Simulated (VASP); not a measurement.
Input of a VASP 6.6.1 run:

INCAR

```
PREC = Accurate
ENCUT = 520
EDIFF = 1E-6
ISMEAR = 1
SIGMA = 0.1
LREAL = F
LASPH = T
NELM = 150
ALGO = Fast
ISIF = 2
LWAVE = F
LCHARG = T
LMAXMIX = 4
LDAU = T
LDAUTYPE = 2
LDAUL = 2 -1
LDAUU = 6.2 0
LDAUJ = 0 0
LDAUPRINT = 1
GGA = PE
LELF = T
LVHAR = T
NBANDS = 14
```

File KPOINTS:

```
regular mesh
0
Gamma
  8 8 8
```

The input POSCAR:

```
TiAl
1.0
    3.1790640000      0.0000000000      0.0000000000
    0.0000000000      3.1790640000      0.0000000000
    0.0000000000      0.0000000000      3.1790640000
Ti Al
1 1
Direct
    0.0000000000      0.0000000000      0.0000000000
    0.5000000000      0.5000000000      0.5000000000
```

Potentials or basis: VASP PAW PBE potentials, release 64 (Ti_sv, Al).

Launch:

```console
$ cat potpaw_PBE.64/Ti_sv/POTCAR potpaw_PBE.64/Al/POTCAR > POTCAR
$ mpirun -np 1 vasp_std > vasp.out
```

**Question.** Estimate the pressure.

**Answer.** 8.1 GPa.

Eigenvalues of the final occupation matrices:
| site | spin | trace | eigenvalues |
| --- | --- | --- | --- |
| site 1 d | 1 | 0.88 | 0.10 0.10 0.10 0.29 0.29 |
| site 1 d | 2 | 0.88 | 0.10 0.10 0.10 0.29 0.29 |

Caveat: U without spin polarisation on a metal has little footing; the U is typed as a test and isn't derived for this compound.
